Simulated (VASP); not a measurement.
A run of VASP 6.6.1:

INCAR

```
SYSTEM = HfB
PREC = Accurate
ENCUT = 520
EDIFF = 1E-7
ISMEAR = 1
SIGMA = 0.05
LREAL = .FALSE.
LASPH = .TRUE.
NELM = 100
ALGO = Normal
ISIF = 2
LWAVE = .FALSE.
LCHARG = .FALSE.
NBANDS = 14
```

The input KPOINTS:

```
regular mesh
0
G
  11 11 11
  0 0 0
```

POSCAR

```
HfB
1.0
    0.0000000000      2.3100000000      2.3100000000
    2.3100000000      0.0000000000      2.3100000000
    2.3100000000      2.3100000000      0.0000000000
Hf B
1 1
Direct
    0.5000000000      0.5000000000      0.5000000000
    0.0000000000      0.0000000000      0.0000000000
```

Potentials or basis: VASP PAW LDA potentials, release 64 (Hf_pv, B).

Command:

```sh
$ cat potpaw_LDA.64/Hf_pv/POTCAR potpaw_LDA.64/B/POTCAR > POTCAR
$ mpirun -np 1 vasp_std > vasp.out
```

Hardware: 1 thread of Intel Xeon 8259CL (shared host).

How long does it take, and how much memory?

It took 18 s on 1 thread of Intel Xeon 8259CL, on a shared host, peak memory 0.14 GiB. Counts: scf iterations 13, k points 56.
